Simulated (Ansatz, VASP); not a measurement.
## ZrB2 in VASP and in Ansatz

INCAR

```
SYSTEM = ZrB2
PREC = Accurate
ENCUT = 520
EDIFF = 1E-7
ISMEAR = -1
SIGMA = 0.05
LREAL = .FALSE.
LASPH = .TRUE.
NELM = 80
ALGO = Normal
ISIF = 2
LWAVE = .FALSE.
LCHARG = .FALSE.
GGA = RE
IVDW = 12
NBANDS = 16
```

KPOINTS

```
Automatic mesh
0
G
  10 10 8
  0 0 0
```

File POSCAR:

```
ZrB2
1.0
    3.2321726471      0.0000000000      0.0000000000
   -1.6160863235      2.7991436218      0.0000000000
    0.0000000000      0.0000000000      3.6022921016
Zr B
1 2
Direct
    0.0000000000      0.0000000000      0.0000000000
    0.6666666667      0.3333333333      0.5000000000
    0.3333333333      0.6666666667      0.5000000000
```

input.yaml

```yaml
crystal:
  lattice:
    - [3.2321726471, 0.0, 0.0]
    - [-1.6160863235, 2.7991436218, 0.0]
    - [0.0, 0.0, 3.6022921016]
  atoms:
    - { symbol: Zr, position: [0.0, 0.0, 0.0] }
    - { symbol: B, position: [0.6666666667, 0.3333333333, 0.5] }
    - { symbol: B, position: [0.3333333333, 0.6666666667, 0.5] }
hamiltonian:
  xc: revpbe
  pseudopotentials: { kind: paw }
  dispersion: d3bj
kpoints:
  mp_grid: { grid: [10, 10, 8] }
scf:
  occupations: { method: fermi_dirac, width: 0.05 }
output:
  forces: true
  stress: true
  eigenvalues: true
```

Alike in both runs: task single point; functional revPBE; dispersion D3(BJ); k mesh 10 × 10 × 8; occupations fermi-dirac, width 0.05 eV; no spin polarisation.

```csv
,VASP,Ansatz
version,VASP 6.6.1,Ansatz 0.2.0
potentials or method,"VASP PAW PBE potentials, release 64 (Zr_sv, B)",Ansatz PAW
plane-wave cutoff (eV),520,420
valence electrons in the cell,18,18
```

Ansatz gave:

| Property | Result |
| --- | --- |
| gap on the k mesh at the Fermi level (eV) | none |
| pressure (GPa) | -19.8 |
| traceless stress, the component that is largest in VASP (GPa) | 1.92 |

Question: What did VASP give for the same quantities?

Answer: gap on the k mesh at the Fermi level (eV): none; pressure (GPa): -19.7; traceless stress, the component that is largest in VASP (GPa): 1.95.

VASP's potentials were made for PBE, not for revPBE. A gap of «none» marks a metal or a gap that the smearing closes.
